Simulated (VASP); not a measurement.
# Fe (Im-3m) in VASP: single point with PBE

Aim: the single point of Fe with PBE.

Program: VASP 6.6.1. These are calculated values, not measurements. Logs are shortened: lines on timing, memory, paths and dates and some standing lists are left out, and cuts for length are marked.

### Step 1. The cell of the first run

The structure is cubic, space group Im-3m (No. 229). The conventional cell has a = 2.831 Å, b = 2.831 Å, c = 2.831 Å, α = 90.00°, β = 90.00°, γ = 90.00°. Fe (site symmetry m-3m) has 14 Fe at 2.45 to 2.83 Å within 3.2 Å.

### Step 2. Single point, PBE, collinear spin, ferromagnetic start

The input, INCAR:

```
SYSTEM = Fe
ALGO = Normal
EDIFF = 1E-7
ENCUT = 520
GGA = PE
ISIF = 2
ISMEAR = -1
ISPIN = 2
LASPH = .True.
LCHARG = .True.
LELF = .True.
LMAXMIX = 4
LORBIT = 11
LREAL = .False.
LVHAR = .True.
LWAVE = .False.
MAGMOM = 2.5
NBANDS = 14
NELM = 150
PREC = Accurate
SIGMA = 0.1
```

The input, KPOINTS:

```
k-points
0
Gamma
  21 21 21
  0 0 0
```

The input, POSCAR:

```
Fe
1.0
   -1.4156766675      1.4156766675      1.4156766675
    1.4156766675     -1.4156766675      1.4156766675
    1.4156766675      1.4156766675     -1.4156766675
Fe
1
Direct
    0.0000000000      0.0000000000      0.0000000000
```

Potentials or basis: VASP PAW PBE potentials, release 64 (Fe).

Command:

```console
$ cat potpaw_PBE.64/Fe/POTCAR > POTCAR
$ mpirun -np 1 vasp_std > vasp.out
```

OUTCAR:

```text
SYSTEM = Fe
   EDIFF = 1E-7
   ENCUT = 520
   GGA = PE
   ISIF = 2
   ISMEAR = -1
   ISPIN = 2
   LASPH = .True.
   LORBIT = 11
   LREAL = .False.
   NELM = 150
   PREC = Accurate

 ion  position               nearest neighbor table
   1  0.000  0.000  0.000-

  LATTYP: Found a body centered cubic cell.
 ALAT       =     2.8313533350

  Lattice vectors:

 A1 = (  -1.4156766675,   1.4156766675,   1.4156766675)
 A2 = (   1.4156766675,  -1.4156766675,   1.4156766675)
 A3 = (   1.4156766675,   1.4156766675,  -1.4156766675)

Analysis of symmetry for initial positions (statically):
=====================================================================
 Subroutine PRICEL returns:
 Original cell was already a primitive cell.

 Routine SETGRP: Setting up the symmetry group for a
 body centered cubic supercell.

 Subroutine GETGRP returns: Found 48 space group operations
 (whereof 48 operations were pure point group operations)
 out of a pool of 48 trial point group operations.

The static configuration has the point symmetry O_h .

Analysis of symmetry for dynamics (positions and initial velocities):
=====================================================================
 Subroutine PRICEL returns:
 Original cell was already a primitive cell.

 Routine SETGRP: Setting up the symmetry group for a
 body centered cubic supercell.

 Subroutine GETGRP returns: Found 48 space group operations
 (whereof 48 operations were pure point group operations)
 out of a pool of 48 trial point group operations.

The dynamic configuration has the point symmetry O_h .

Analysis of structural, dynamic, and magnetic symmetry:
=====================================================================
 Subroutine PRICEL returns:
 Original cell was already a primitive cell.

 Routine SETGRP: Setting up the symmetry group for a
 body centered cubic supercell.

 Subroutine GETGRP returns: Found 48 space group operations
 (whereof 48 operations were pure point group operations)
 out of a pool of 48 trial point group operations.

The overall configuration has the point symmetry O_h .

 Subroutine INISYM returns: Found 48 space group operations
 (whereof 48 operations are pure point group operations),
 and found     1 'primitive' translations

----------------------------------------------------------------------------------------

                                     Primitive cell

  volume of cell :      11.3489

  direct lattice vectors                    reciprocal lattice vectors
    -1.415676668  1.415676668  1.415676668     0.000000000  0.353187992  0.353187992
     1.415676668 -1.415676668  1.415676668     0.353187992  0.000000000  0.353187992
     1.415676668  1.415676668 -1.415676668     0.353187992  0.353187992  0.000000000

  length of vectors
     2.452023915  2.452023915  2.452023915     0.499483249  0.499483249  0.499483249

  position of ions in fractional coordinates (direct lattice)
     0.000000000  0.000000000  0.000000000

  ion indices of the primitive-cell ions
   primitive index   ion index
                 1           1

----------------------------------------------------------------------------------------

 KPOINTS: k-points

Automatic generation of k-mesh.
 Grid dimensions read from file:
 generate k-points for:   21   21   21

 Generating k-lattice:

  Cartesian coordinates                     Fractional coordinates (reciprocal lattice)
     0.000000000  0.016818476  0.016818476     0.047619048  0.000000000  0.000000000
     0.016818476  0.000000000  0.016818476     0.000000000  0.047619048  0.000000000
     0.016818476  0.016818476  0.000000000     0.000000000  0.000000000  0.047619048

  Length of vectors
     0.023784917  0.023784917  0.023784917

  Shift w.r.t. Gamma in fractional coordinates (k-lattice)
     0.000000000  0.000000000  0.000000000

 Subroutine IBZKPT returns following result:
 ===========================================

 Found    286 irreducible k-points:

 Following reciprocal coordinates:
            Coordinates               Weight
  0.000000  0.000000  0.000000      1.000000
  0.047619  0.000000  0.000000     12.000000
  0.095238  0.000000  0.000000     12.000000
  0.142857  0.000000  0.000000     12.000000
  0.190476  0.000000  0.000000     12.000000
  0.238095  0.000000  0.000000     12.000000
[... 16 lines left out ...]
  0.142857  0.095238  0.000000     48.000000
  0.190476  0.095238  0.000000     48.000000
 [... further k-points ...]
   k-points           NKPTS =    286   k-points in BZ     NKDIM =    286   number of bands    NBANDS=     14
   number of dos      NEDOS =    301   number of ions     NIONS =      1
   total plane-waves  NPLWV =   5832
   dimension x,y,z NGX =    18 NGY =   18 NGZ =   18
   dimension x,y,z NGXF=    36 NGYF=   36 NGZF=   36
   ions per type =               1
   NGX,Y,Z   is equivalent  to a cutoff of  12.20, 12.20, 12.20 a.u.
   NGXF,Y,Z  is equivalent  to a cutoff of  24.41, 24.41, 24.41 a.u.
 SYSTEM =  Fe
   PREC   = accura    normal or accurate (medium, high low for compatibility)
   ISTART =      0    job   : 0-new  1-cont  2-samecut
   ICHARG =      2    charge: 1-file 2-atom 10-const
   ISPIN  =      2    spin polarized calculation?
   LNONCOLLINEAR =      F non collinear calculations
   LSORBIT =      F    spin-orbit coupling
   LASPH  =      T    aspherical Exc in radial PAW
   ENCUT  =  520.0 eV  38.22 Ry    6.18 a.u.   4.56  4.56  4.56*2*pi/ulx,y,z
   NELM   =    150;   NELMIN=  2; NELMDL= -5     # of ELM steps
   EDIFF  = 0.1E-06   stopping-criterion for ELM
   LREAL  =      F    real-space projection
   EDIFFG = 0.1E-05   stopping-criterion for IOM
   NSW    =      0    number of steps for IOM
   IBRION =     -1    ionic relax: 0-MD 1-quasi-New 2-CG
   NFREE  =      0    steps in history (QN), initial steepest desc. (CG)
   ISIF   =      2    stress and relaxation
   ISYM   =      2    0-nonsym 1-usesym 2-fastsym
   POTIM  = 0.5000    time-step for ionic-motion
   TEBEG  =    0.0;   TEEND  =   0.0 temperature during run
   PSTRESS=    0.0 pullay stress
   NELECT =       8.0000    total number of electrons
   NUPDOWN=      -1.0000    fix difference up-down
   EMIN   =  10.00;   EMAX   =-10.00  energy-range for DOS
   EFERMI =   0.00;   METHOD = LEGACY
   ISMEAR =    -1;   SIGMA  =   0.10  broadening in eV -4-tet -1-fermi 0-gaus
   EFERMI_NEDOS =   21; number of points for ismear=-14 and -15
   IALGO  =     38    algorithm
   IMIX   =      4    mixing-type and parameters
     AMIX     =   0.40;   BMIX     =  1.00
     AMIX_MAG =   1.60;   BMIX_MAG =  1.00
  volume/ion in A,a.u.               =      11.35        76.59
  Fermi-wavevector in a.u.,A,eV,Ry     =   1.456982  2.753296 28.882387  2.122796
  Thomas-Fermi vector in A             =   2.573836
   LORBIT       =     11    0 simple, 1 ext, 2 COOP (PROOUT), +10 PAW based schemes
   GGA     = PE    functional components
   LHFCALC =     F    Hartree Fock is set to
   AEXX    =    0.0000 exact exchange contribution
   IVDW    =     0    specifies the selected vdW correction
   LEPSILON=     F    determine dielectric tensor
   LRPA    =     F    only Hartree local field effects (RPA)
 spin polarized calculation
  energy-cutoff  :      520.00
  volume of cell :       11.35
 maximum number of plane-waves:       321
   NGX =  9   NGY =  9   NGZ =  9

 number of electron       8.0000009 magnetization       2.1732079

 Free energy of the ion-electron system (eV)
  ---------------------------------------------------
  ext. energy  EPLUGINS =         0.00000000
  ---------------------------------------------------
  free energy    TOTEN  =        -8.25847805 eV

  energy without entropy =       -8.22678459  energy(sigma->0) =       -8.24263132

 E-fermi :   5.8461     XC(G=0): -13.1231

 val. band max:        5.8419157532   @ k =  -0.4286   0.4286   0.3333
 cond. band min:       5.8544512979   @ k =  -0.2381   0.2381   0.1905
 fundamental gap:      0.0125355447
 Fermi energy:         5.8461026143

 spin component 1

 k-point     1 :       0.0000    0.0000    0.0000
  band No.  band energies     occupation
      1      -2.6033      1.00000
      2       3.5375      1.00000
      3       3.5375      1.00000
      4       3.5375      1.00000
      5       4.7466      0.99998
      6       4.7466      0.99998
      7      30.8664      0.00000
      8      30.8664      0.00000
      9      30.8664      0.00000
     10      35.9554      0.00000
     11      35.9554      0.00000
     12      38.2701      0.00000
     13      38.2701      0.00000
     14      38.2701      0.00000
[... 375 lines left out ...]
 k-point    24 :       0.1905    0.0952    0.0000
  band No.  band energies     occupation
      1      -0.2757      1.00000
      2       3.0235      1.00000
      3       3.2140      1.00000
      4       4.4939      1.00000
      5       4.8610      0.99995
      6       4.9336      0.99989
      7      22.3558      0.00000
      8      25.2594      0.00000
      9      28.9743      0.00000
     10      31.1126      0.00000
     11      35.2300      0.00000
     12      36.2023      0.00000
     13      41.5489      0.00000
     14      42.0710      0.00000

 [... further k-points ...]

 spin component 2

 k-point     1 :       0.0000    0.0000    0.0000
  band No.  band energies     occupation
      1      -2.4386      1.00000
      2       5.4273      0.98505
      3       5.4274      0.98503
      4       5.4275      0.98503
      5       7.4870      0.00000
      6       7.4871      0.00000
      7      30.6149      0.00000
      8      30.6149      0.00000
      9      30.6149      0.00000
     10      36.1546      0.00000
     11      36.1546      0.00000
     12      38.9155      0.00000
     13      38.9155      0.00000
     14      38.9156      0.00000
[... 375 lines left out ...]
 k-point    24 :       0.1905    0.0952    0.0000
  band No.  band energies     occupation
      1      -0.0297      1.00000
      2       4.8064      0.99997
      3       4.9875      0.99981
      4       6.8783      0.00003
      5       7.0493      0.00001
      6       7.6415      0.00000
      7      22.9346      0.00000
      8      25.6274      0.00000
      9      29.5860      0.00000
     10      31.2278      0.00000
     11      35.6144      0.00000
     12      36.6581      0.00000
     13      41.8056      0.00000
     14      42.5539      0.00000

 [... further k-points ...]

------------------------ aborting loop because EDIFF is reached ----------------------------------------

  FORCE on cell =-STRESS in cart. coord.  units (eV):
  Direction    XX          YY          ZZ          XY          YZ          ZX
  --------------------------------------------------------------------------------------
  -------------------------------------------------------------------------------------
  Total       -0.0059183     -0.0059183     -0.0059183      0.0000000     -0.0000000      0.0000000
  in kB       -0.8355161     -0.8355161     -0.8355161      0.0000000     -0.0000000      0.0000000
  external PRESSURE =      -0.8355161 kB  Pullay stress =       0.0000000 kB

 VOLUME and BASIS-vectors are now :
 -----------------------------------------------------------------------------
  energy-cutoff  :      520.00
  volume of cell :       11.35
      direct lattice vectors                 reciprocal lattice vectors
    -1.415676668  1.415676668  1.415676668     0.000000000  0.353187992  0.353187992
     1.415676668 -1.415676668  1.415676668     0.353187992  0.000000000  0.353187992
     1.415676668  1.415676668 -1.415676668     0.353187992  0.353187992  0.000000000

 POSITION                                       TOTAL-FORCE (eV/Angst)
 -----------------------------------------------------------------------------------
      0.00000      0.00000      0.00000        -0.000000      0.000000      0.000000
 -----------------------------------------------------------------------------------
    total drift:                                0.000000     -0.000000      0.000000

  FREE ENERGIE OF THE ION-ELECTRON SYSTEM (eV)
  ---------------------------------------------------
  free  energy   TOTEN  =        -8.2584780461 eV

  energy  without entropy=       -8.2267845946  energy(sigma->0) =       -8.24263132

 total charge

# of ion       s       p       d       tot
------------------------------------------
    1        0.488   0.542   6.241   7.270

 magnetization (x)

# of ion       s       p       d       tot
------------------------------------------
    1       -0.013  -0.055   2.239   2.171
```

Run time: 34 s. Hardware: 1 thread of Intel Xeon 6975P-C (Granite Rapids), shared host; peak memory 0.18 GiB.

What came out:

```yaml
Free_energy: -8.2585 eV
Pressure: -0.1 GPa
Net_moment: 2.17 μB per cell
Site_moments: Fe +2.17 μB
Valence_electrons_inside_the_program's_atomic_spheres: Fe 7.27
```
